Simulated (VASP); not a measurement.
Wanted: the native input for a VASP 6.6.1 run.

- Task: single point
- Functional: PBEsol
- Potentials or basis: VASP PAW PBE potentials, release 64 (Li_sv, Se)
- Cutoff: 750 eV
- k mesh: 8 × 8 × 8
- Occupations: gaussian, width 0.01 eV
- Spin: no spin polarisation
- Dipole correction: no
- Further INCAR settings: ALGO = Normal; EDIFF = 1e-06; NBANDS = 13

The structure of Li2Se lies in POSCAR:

```
Li2Se
1.0
    0.0000000000      2.9723766250      2.9723766250
    2.9723766250      0.0000000000      2.9723766250
    2.9723766250      2.9723766250      0.0000000000
Li Se
2 1
Direct
    0.2500000000      0.2500000000      0.2500000000
    0.7500000000      0.7500000000      0.7500000000
    0.0000000000      0.0000000000      0.0000000000
```

The input as run:

INCAR

```
SYSTEM = Li2Se
PREC = Accurate
ENCUT = 750
EDIFF = 1E-6
ISMEAR = 0
SIGMA = 0.01
LREAL = .FALSE.
LASPH = .TRUE.
NELM = 120
ALGO = Normal
ISIF = 2
LWAVE = .FALSE.
LCHARG = .FALSE.
GGA = PS
NBANDS = 13
GGA_COMPAT = .FALSE.
```

KPOINTS

```
regular mesh
0
G
  8 8 8
  0 0 0
```

Potentials or basis: VASP PAW PBE potentials, release 64 (Li_sv, Se).

Command:

```console
$ cat potpaw_PBE.64/Li_sv/POTCAR potpaw_PBE.64/Se/POTCAR > POTCAR
$ mpirun -np 1 vasp_std > vasp.out
```

Results of the run:

```yaml
Pressure: 0.0 GPa
Band_gap_on_the_k_mesh: 2.81 eV (least direct gap 3.36 eV)
```

Caveat: the PAW data sets were made with another functional, which shifts forces and pressure a little.

It took 70 s on 1 thread of Intel Xeon 8259CL, on a shared host, peak memory 0.25 GiB.
